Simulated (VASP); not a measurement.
# BiAs3P4 (Cmmm) in VASP: single point with PBEsol

Aim: the single point of BiAs3P4 with PBEsol.

All numbers are computed with VASP 6.6.1; they aren't measurements. Logs are shortened: lines on timing, memory, paths and dates and some standing lists are left out, and cuts for length are marked.

### Step 1. The cell of the first run

Symmetry: Cmmm, No. 65, orthorhombic system. Conventional cell: a = 7.616 Å, b = 10.669 Å, c = 3.707 Å, α = 90.00°, β = 90.00°, γ = 90.00°. Bi (site symmetry mmm) has 6 P at 2.77 to 2.78 Å within 3.7 Å. Within 3.5 Å of As (site symmetry 2/m) lie 6 P at 2.66 to 2.67 Å. As (site symmetry mmm) has 6 P at 2.54 to 2.56 Å within 3.4 Å. P (site symmetry m2m) has 5 As at 2.56 to 2.66 Å and 1 Bi at 2.77 Å within 3.4 Å. P (site symmetry 2mm) has 4 As at 2.54 to 2.67 Å and 2 Bi at 2.78 Å within 3.4 Å.

### Step 2. Single point, PBEsol

INCAR

```
SYSTEM = BiAs3P4
ALGO = Normal
EDIFF = 1E-6
ENCUT = 500
GGA = PS
GGA_COMPAT = .FALSE.
ISIF = 2
ISMEAR = -1
LASPH = .TRUE.
LCHARG = .TRUE.
LELF = .TRUE.
LREAL = .FALSE.
LVHAR = .TRUE.
LWAVE = .FALSE.
NBANDS = 35
NELM = 120
PREC = Accurate
SIGMA = 0.03
```

KPOINTS

```
k-points
0
G
  4 4 6
  0 0 0
```

POSCAR

```
BiAs3P4
1.0
    3.8078230077     -5.3347487735      0.0000000000
    3.8078230077      5.3347487735      0.0000000000
    0.0000000000      0.0000000000      3.7068289002
Bi As P
1 3 4
Direct
    0.5000000000      0.5000000000      0.0000000000
    0.0000000000      0.5000000000      0.5000000000
    0.5000000000      0.0000000000      0.5000000000
    0.0000000000      0.0000000000      0.0000000000
    0.2401798573      0.7598201427      0.0000000000
    0.7713972599      0.7713972599      0.5000000000
    0.2286027401      0.2286027401      0.5000000000
    0.7598201427      0.2401798573      0.0000000000
```

Potentials or basis: VASP PAW PBE potentials, release 64 (Bi_d, As, P).

Started as:

```
$ cat potpaw_PBE.64/Bi_d/POTCAR potpaw_PBE.64/As/POTCAR potpaw_PBE.64/P/POTCAR > POTCAR
$ mpirun -np 1 vasp_std > vasp.out
```

OUTCAR:

```text
SYSTEM = BiAs3P4
   EDIFF = 1E-6
   ENCUT = 500
   GGA = PS
   ISIF = 2
   ISMEAR = -1
   LASPH = .TRUE.
   LREAL = .FALSE.
   NELM = 120
   PREC = Accurate

 ion  position               nearest neighbor table
   1  0.500  0.500  0.000-   5 2.77   8 2.77   7 2.78   6 2.78   6 2.78   7 2.78
   2  0.000  0.500  0.500-   5 2.66   8 2.66   5 2.66   8 2.66   7 2.67   6 2.67
   3  0.500  0.000  0.500-   5 2.66   8 2.66   5 2.66   8 2.66   7 2.67   6 2.67
   4  0.000  0.000  0.000-   6 2.54   7 2.54   6 2.54   7 2.54   5 2.56   8 2.56
   5  0.240  0.760  0.000-   4 2.56   3 2.66   2 2.66   2 2.66   3 2.66   1 2.77
   6  0.771  0.771  0.500-   4 2.54   4 2.54   2 2.67   3 2.67   1 2.78   1 2.78
   7  0.229  0.229  0.500-   4 2.54   4 2.54   2 2.67   3 2.67   1 2.78   1 2.78
   8  0.760  0.240  0.000-   4 2.56   3 2.66   2 2.66   2 2.66   3 2.66   1 2.77

  LATTYP: Found a base centered orthorhombic cell.
 ALAT       =     7.6156460154
 B/A-ratio  =     1.4009970429
 C/A-ratio  =     0.4867386027

  Lattice vectors:

 A1 = (   3.8078230077,  -5.3347487735,   0.0000000000)
 A2 = (   3.8078230077,   5.3347487735,   0.0000000000)
 A3 = (   0.0000000000,   0.0000000000,   3.7068289002)

Analysis of symmetry for initial positions (statically):
=====================================================================
 Subroutine PRICEL returns:
 Original cell was already a primitive cell.

 Routine SETGRP: Setting up the symmetry group for a
 base centered orthorhombic supercell.

 Subroutine GETGRP returns: Found  8 space group operations
 (whereof  8 operations were pure point group operations)
 out of a pool of  8 trial point group operations.

The static configuration has the point symmetry D_2h.

Analysis of symmetry for dynamics (positions and initial velocities):
=====================================================================
 Subroutine PRICEL returns:
 Original cell was already a primitive cell.

 Routine SETGRP: Setting up the symmetry group for a
 base centered orthorhombic supercell.

 Subroutine GETGRP returns: Found  8 space group operations
 (whereof  8 operations were pure point group operations)
 out of a pool of  8 trial point group operations.

The dynamic configuration has the point symmetry D_2h.

 Subroutine INISYM returns: Found  8 space group operations
 (whereof  8 operations are pure point group operations),
 and found     1 'primitive' translations

----------------------------------------------------------------------------------------

                                     Primitive cell

  volume of cell :     150.5994

  direct lattice vectors                    reciprocal lattice vectors
     3.807823008 -5.334748774  0.000000000     0.131308624 -0.093725126  0.000000000
     3.807823008  5.334748774  0.000000000     0.131308624  0.093725126  0.000000000
     0.000000000  0.000000000  3.706828900     0.000000000  0.000000000  0.269772365

  length of vectors
     6.554316176  6.554316176  3.706828900     0.161326854  0.161326854  0.269772365

  position of ions in fractional coordinates (direct lattice)
     0.500000000  0.500000000  0.000000000
     1.000000000  0.500000000  0.500000000
     0.500000000  1.000000000  0.500000000
     0.000000000  0.000000000  0.000000000
     0.240179857  0.759820143  0.000000000
     0.771397260  0.771397260  0.500000000
     0.228602740  0.228602740  0.500000000
     0.759820143  0.240179857  0.000000000

  ion indices of the primitive-cell ions
   primitive index   ion index
                 1           1
                 2           2
                 3           3
                 4           4
                 5           5
                 6           6
                 7           7
                 8           8

----------------------------------------------------------------------------------------

 KPOINTS: k-points

Automatic generation of k-mesh.
 Grid dimensions read from file:
 generate k-points for:    4    4    6

 Generating k-lattice:

  Cartesian coordinates                     Fractional coordinates (reciprocal lattice)
     0.032827156 -0.023431281  0.000000000     0.250000000 -0.000000000  0.000000000
     0.032827156  0.023431281  0.000000000    -0.000000000  0.250000000  0.000000000
     0.000000000  0.000000000  0.044962061     0.000000000  0.000000000  0.166666667

  Length of vectors
     0.040331714  0.040331714  0.044962061

  Shift w.r.t. Gamma in fractional coordinates (k-lattice)
     0.000000000  0.000000000  0.000000000

 Subroutine IBZKPT returns following result:
 ===========================================

 Found     28 irreducible k-points:

 Following reciprocal coordinates:
            Coordinates               Weight
  0.000000  0.000000  0.000000      1.000000
  0.250000  0.000000  0.000000      4.000000
  0.500000  0.000000  0.000000      2.000000
  0.250000  0.250000  0.000000      2.000000
  0.500000  0.250000  0.000000      4.000000
 -0.250000  0.250000  0.000000      2.000000
[... 16 lines left out ...]
  0.250000  0.000000  0.500000      4.000000
  0.500000  0.000000  0.500000      2.000000
 [... further k-points ...]
   k-points           NKPTS =     28   k-points in BZ     NKDIM =     28   number of bands    NBANDS=     35
   number of dos      NEDOS =    301   number of ions     NIONS =      8
   total plane-waves  NPLWV =  64512
   dimension x,y,z NGX =    48 NGY =   48 NGZ =   28
   dimension x,y,z NGXF=    96 NGYF=   96 NGZF=   56
   ions per type =               1   3   4
   NGX,Y,Z   is equivalent  to a cutoff of  12.17, 12.17, 12.56 a.u.
   NGXF,Y,Z  is equivalent  to a cutoff of  24.35, 24.35, 25.12 a.u.
 SYSTEM =  BiAs3P4
   PREC   = accura    normal or accurate (medium, high low for compatibility)
   ISTART =      0    job   : 0-new  1-cont  2-samecut
   ICHARG =      2    charge: 1-file 2-atom 10-const
   ISPIN  =      1    spin polarized calculation?
   LNONCOLLINEAR =      F non collinear calculations
   LSORBIT =      F    spin-orbit coupling
   LASPH  =      T    aspherical Exc in radial PAW
   ENCUT  =  500.0 eV  36.75 Ry    6.06 a.u.  11.95 11.95  6.76*2*pi/ulx,y,z
   NELM   =    120;   NELMIN=  2; NELMDL= -5     # of ELM steps
   EDIFF  = 0.1E-05   stopping-criterion for ELM
   LREAL  =      F    real-space projection
   EDIFFG = 0.1E-04   stopping-criterion for IOM
   NSW    =      0    number of steps for IOM
   IBRION =     -1    ionic relax: 0-MD 1-quasi-New 2-CG
   NFREE  =      0    steps in history (QN), initial steepest desc. (CG)
   ISIF   =      2    stress and relaxation
   ISYM   =      2    0-nonsym 1-usesym 2-fastsym
   POTIM  = 0.5000    time-step for ionic-motion
   TEBEG  =    0.0;   TEEND  =   0.0 temperature during run
   PSTRESS=    0.0 pullay stress
   NELECT =      50.0000    total number of electrons
   NUPDOWN=      -1.0000    fix difference up-down
   EMIN   =  10.00;   EMAX   =-10.00  energy-range for DOS
   EFERMI =   0.00;   METHOD = LEGACY
   ISMEAR =    -1;   SIGMA  =   0.03  broadening in eV -4-tet -1-fermi 0-gaus
   EFERMI_NEDOS =   21; number of points for ismear=-14 and -15
   IALGO  =     38    algorithm
   IMIX   =      4    mixing-type and parameters
     AMIX     =   0.40;   BMIX     =  1.00
     AMIX_MAG =   1.60;   BMIX_MAG =  1.00
  volume/ion in A,a.u.               =      18.82       127.04
  Fermi-wavevector in a.u.,A,eV,Ry     =   1.133593  2.142180 17.483930  1.285033
  Thomas-Fermi vector in A             =   2.270296
   LORBIT       =      0    0 simple, 1 ext, 2 COOP (PROOUT), +10 PAW based schemes
   GGA     = PS    functional components
   LHFCALC =     F    Hartree Fock is set to
   AEXX    =    0.0000 exact exchange contribution
   IVDW    =     0    specifies the selected vdW correction
   LEPSILON=     F    determine dielectric tensor
   LRPA    =     F    only Hartree local field effects (RPA)
 non-spin polarized calculation
  energy-cutoff  :      500.00
  volume of cell :      150.60
 maximum number of plane-waves:      3846
   NGX = 23   NGY = 23   NGZ = 13

 number of electron      49.9999999 magnetization

 Free energy of the ion-electron system (eV)
  ---------------------------------------------------
  ext. energy  EPLUGINS =         0.00000000
  ---------------------------------------------------
  free energy    TOTEN  =       -41.41196528 eV

  energy without entropy =      -41.40249551  energy(sigma->0) =      -41.40723040

 E-fermi :   7.5304     XC(G=0): -10.8159

 val. band max:        7.5132964357   @ k =   0.2500   0.2500   0.1667
 cond. band min:       7.5729705581   @ k =   0.2500   0.0000   0.0000
 fundamental gap:      0.0596741225
 Fermi energy:         7.5304420956

 k-point     1 :       0.0000    0.0000    0.0000
  band No.  band energies     occupation
      1     -15.5511      2.00000
      2     -15.5018      2.00000
      3     -15.4994      2.00000
      4     -15.4686      2.00000
      5     -15.4641      2.00000
      6      -7.7109      2.00000
[... 27 lines left out ...]
     34      11.8544      0.00000
     35      11.9806      0.00000

 k-point     2 :       0.2500    0.0000    0.0000
  band No.  band energies     occupation
      1     -15.5510      2.00000
      2     -15.5018      2.00000
      3     -15.4994      2.00000
      4     -15.4685      2.00000
      5     -15.4641      2.00000
      6      -7.4924      2.00000
[... 27 lines left out ...]
     34      10.8234      0.00000
     35      11.2643      0.00000

 k-point     3 :       0.5000    0.0000    0.0000
  band No.  band energies     occupation
      1     -15.5510      2.00000
      2     -15.5018      2.00000
      3     -15.4994      2.00000
      4     -15.4684      2.00000
      5     -15.4641      2.00000
      6      -6.9583      2.00000
[... 27 lines left out ...]
     34      11.4317      0.00000
     35      11.5273      0.00000
[... 723 lines left out ...]
 k-point    23 :       0.2500    0.0000    0.5000
  band No.  band energies     occupation
      1     -15.5510      2.00000
      2     -15.5067      2.00000
      3     -15.4915      2.00000
      4     -15.4647      2.00000
      5     -15.4455      2.00000
      6      -5.2403      2.00000
[... 27 lines left out ...]
     34      12.5981      0.00000
     35      12.6465      0.00000

 k-point    24 :       0.5000    0.0000    0.5000
  band No.  band energies     occupation
      1     -15.5510      2.00000
      2     -15.5067      2.00000
      3     -15.4916      2.00000
      4     -15.4646      2.00000
      5     -15.4454      2.00000
      6      -4.8988      2.00000
[... 27 lines left out ...]
     34      11.6121      0.00000
     35      12.3917      0.00000

 [... further k-points ...]
[... 5 lines left out ...]
  --------------------------------------------------------------------------------------
  -------------------------------------------------------------------------------------
  Total        0.1752901      0.1704443      0.1666171      0.0000000      0.0000000      0.0000000
  in kB        1.8648536      1.8133009      1.7725842      0.0000000      0.0000000      0.0000000
  external PRESSURE =       1.8169129 kB  Pullay stress =       0.0000000 kB

 VOLUME and BASIS-vectors are now :
 -----------------------------------------------------------------------------
  energy-cutoff  :      500.00
  volume of cell :      150.60
      direct lattice vectors                 reciprocal lattice vectors
     3.807823008 -5.334748774  0.000000000     0.131308624 -0.093725126  0.000000000
     3.807823008  5.334748774  0.000000000     0.131308624  0.093725126  0.000000000
     0.000000000  0.000000000  3.706828900     0.000000000  0.000000000  0.269772365

 POSITION                                       TOTAL-FORCE (eV/Angst)
 -----------------------------------------------------------------------------------
      3.80782      0.00000      0.00000         0.000000      0.000000     -0.000000
      1.90391      2.66737      1.85341         0.000000      0.000000     -0.000000
      1.90391     -2.66737      1.85341        -0.000000      0.000000     -0.000000
      0.00000      0.00000      0.00000         0.000000      0.000000     -0.000000
      3.80782      2.77215      0.00000         0.000000     -0.005467      0.000000
      5.87469      0.00000      1.85341        -0.009979      0.000000     -0.000000
      1.74096      0.00000      1.85341         0.009979      0.000000     -0.000000
      3.80782     -2.77215      0.00000         0.000000      0.005467     -0.000000
 -----------------------------------------------------------------------------------
    total drift:                               -0.000000     -0.000000      0.000000

  FREE ENERGIE OF THE ION-ELECTRON SYSTEM (eV)
  ---------------------------------------------------
  free  energy   TOTEN  =       -41.4119652835 eV

  energy  without entropy=      -41.4024955108  energy(sigma->0) =      -41.40723040
```

It took 3 min on 1 thread of Intel Xeon 8259CL, shared host; peak memory 0.31 GiB.

Results:

```
Free energy            : -41.4120 eV
Pressure               : 0.2 GPa
Largest force          : 0.010 eV/Å
Band gap on the k mesh : zero (band 25 reaches 7.66 eV, above the bottom of band 26 at 7.00 eV)
```

Forces on the atoms (eV/Å):
```
Bi   0.000  0.000  0.000
As   0.000  0.000  0.000
As   0.000  0.000  0.000
As   0.000  0.000  0.000
P    0.000 -0.005  0.000
P   -0.010  0.000  0.000
P    0.010  0.000  0.000
P    0.000  0.005  0.000
```

Caveat: the PAW data sets were made with another functional, which shifts forces and pressure a little; spin-orbit coupling is left out, which moves the levels of the heavy elements.
